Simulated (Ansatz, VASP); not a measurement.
Two plane-wave programs on Ag

Contents of INCAR:

```
PREC = Accurate ; ENCUT = 500
EDIFF = 1E-6 ; ISMEAR = 0
SIGMA = 0.1 ; LREAL = False
LASPH = True ; NELM = 120
ALGO = Normal ; ISIF = 2
LWAVE = False ; LCHARG = False
GGA = PE ; IVDW = 12
NBANDS = 12 ; GGA_COMPAT = False
```

File KPOINTS:

```
Automatic mesh
0
Gamma
  8 8 8
```

POSCAR

```
Ag
1.0
    0.0000000000      2.0427500000      2.0427500000
    2.0427500000      0.0000000000      2.0427500000
    2.0427500000      2.0427500000      0.0000000000
Ag
1
Direct
    0.0000000000      0.0000000000      0.0000000000
```

Input for Ansatz:

```yaml
crystal:
  lattice:
    - [0.0, 2.04275, 2.04275]
    - [2.04275, 0.0, 2.04275]
    - [2.04275, 2.04275, 0.0]
  atoms:
    - { symbol: Ag, position: [0.0, 0.0, 0.0] }
basis:
  ecutwfc: 420
kpoints:
  mp_grid: { grid: [8, 8, 8] }
hamiltonian:
  xc: pbe
  dispersion: d3bj
scf:
  occupations: { method: gaussian, width: 0.1 }
output:
  forces: true
  stress: true
  eigenvalues: true
```

Alike in both runs: task single point; functional PBE; dispersion D3(BJ); k mesh 8 × 8 × 8; occupations gaussian, width 0.1 eV; no spin polarisation.

```csv
,VASP,Ansatz
version,VASP 6.6.1,Ansatz 0.2.0
potentials or method,"VASP PAW PBE potentials, release 64 (Ag), cutoff 500 eV","scalar-relativistic, plane waves, PAW"
valence electrons in the cell,11,19
```

```tsv
	VASP	Ansatz	Ansatz less VASP
gap on the k mesh at the Fermi level (eV)	none	none	-
pressure (GPa)	-0.6	-0.4	+0.12
```

A gap of «none» marks a metal or a gap that the smearing closes. VASP's potentials hold 11 valence electrons a cell and Ansatz's 19, so a difference there can come from the potentials and not from the codes.
